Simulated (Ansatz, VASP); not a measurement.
# Two plane-wave programs on WS2

Contents of INCAR:

```
ALGO     = Normal         # electronic algorithm
EDIFF    = 1E-7           # SCF threshold, eV
ENCUT    = 520            # plane-wave cutoff, eV
GGA      = PS             # functional
ISIF     = 2              # what is computed and relaxed
ISMEAR   = 0              # smearing method
LASPH    = True           # aspherical terms in the spheres
LCHARG   = False          # write CHGCAR
LREAL    = False          # projectors in reciprocal space
LWAVE    = False          # write WAVECAR
NBANDS   = 20             # bands
NELM     = 60             # most SCF steps
PREC     = Accurate       # precision mode
SIGMA    = 0.05           # smearing width, eV
```

Contents of KPOINTS:

```
k-points
0
Gamma
  12 12 12
```

The input POSCAR:

```
WS2
1.0
    1.5790003843      0.9116362969      6.1633300000
   -1.5790003843      0.9116362969      6.1633300000
    0.0000000000     -1.8232725938      6.1633300000
W S
1 2
Direct
    0.0000000000      0.0000000000      0.0000000000
    0.7503000000      0.7503000000      0.7503000000
    0.5701833365      0.5701833365      0.5701833365
```

Input for Ansatz:

```yaml
crystal:
  lattice:
    - [1.5790003843, 0.9116362969, 6.16333]
    - [-1.5790003843, 0.9116362969, 6.16333]
    - [0.0, -1.8232725938, 6.16333]
  atoms:
    - { symbol: W, position: [0.0, 0.0, 0.0] }
    - { symbol: S, position: [0.7503, 0.7503, 0.7503] }
    - { symbol: S, position: [0.5701833365, 0.5701833365, 0.5701833365] }
basis:
  ecutwfc: 420
kpoints:
  mp_grid: { grid: [12, 12, 12] }
hamiltonian:
  xc: pbesol
scf:
  occupations: { method: gaussian, width: 0.05 }
output:
  forces: true
  stress: true
  eigenvalues: true
  write_density: true
  write_potential: true
  elf: true
  volumetric_format: npy
```

Alike in both runs: task single point; functional PBEsol; k mesh 12 × 12 × 12; occupations gaussian, width 0.05 eV; no spin polarisation.

```csv
,VASP,Ansatz
version,VASP 6.6.1,Ansatz 0.2.0
potentials or method,"VASP PAW PBE potentials, release 64 (W_sv, S), cutoff 520 eV","scalar-relativistic, plane waves, PAW"
valence electrons in the cell,26,26
```

|  | VASP | Ansatz | Ansatz less VASP |
| --- | --- | --- | --- |
| gap on the k mesh at the Fermi level (eV) | 0.70 | 0.68 | -0.017 |
| least direct gap on the mesh (eV) | 1.93 | 1.92 | -0.009 |
| pressure (GPa) | -8.8 | -8.9 | -0.10 |
| traceless stress, the component that is largest in VASP (GPa) | -6.83 | -6.86 | -0.035 |
| rms of the force components (eV/Å) | 1.436 | 1.436 | -0.0004 |

VASP's potentials were made for PBE, not for PBEsol. Atom by atom the forces differ by 0.009 eV/Å (rms over components).

Spin-orbit coupling is off throughout.
